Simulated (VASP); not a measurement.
Input of a VASP 6.6.1 run:

INCAR

```
PREC     = Accurate       # precision mode
ENCUT    = 600            # plane-wave cutoff, eV
EDIFF    = 1E-6           # SCF threshold, eV
ISMEAR   = 0              # smearing method
SIGMA    = 0.1            # smearing width, eV
LREAL    = False          # projectors in reciprocal space
LASPH    = True           # aspherical terms in the spheres
NELM     = 100            # most SCF steps
ALGO     = Normal         # electronic algorithm
ISIF     = 3              # what is computed and relaxed
LWAVE    = False          # write WAVECAR
LCHARG   = False          # write CHGCAR
GGA      = PE             # functional
IBRION   = 2              # ionic algorithm
NSW      = 90             # ionic steps
EDIFFG   = -0.04          # ionic threshold
```

Contents of KPOINTS:

```
regular mesh
0
Gamma
  4 4 6
```

POSCAR

```
Nb3N
1.0
    2.7931698400     -2.9888918800      0.0000000000
    2.7931698400      2.9888918800      0.0000000000
    0.0000000000      0.0000000000      3.6039758000
Nb N
3 1
Direct
    0.7075769200      0.2924230800      0.0000000000
    0.2924230800      0.7075769200      0.0000000000
    0.0000000000      0.0000000000      0.5000000000
    0.0000000000      0.0000000000      0.0000000000
```

Potentials or basis: VASP PAW PBE potentials, release 64 (Nb_sv, N).

Launch:

```console
$ cat potpaw_PBE.64/Nb_sv/POTCAR potpaw_PBE.64/N/POTCAR > POTCAR
$ mpirun -np 1 vasp_std > vasp.out
```

(1) Estimate the space group after relaxing (to 0.1 Å).

(2) What does it give for the band gap on the k mesh?

(3) Estimate the relaxed volume.

(4) What does it give for the relaxed cell?

Results:

(1) Cmmm (No. 65).

(2) zero (bands 22 and 23 overlap by 1.16 eV).

(3) 17.19 Å³/atom.

(4) a = 4.335 Å, b = 4.335 Å, c = 3.990 Å, α = 90.00°, β = 90.00°, γ = 113.47°.

Caveat: the k points lie up to 0.40 Å⁻¹ apart in the final cell, too coarse for converged energies and pressures of a metal.
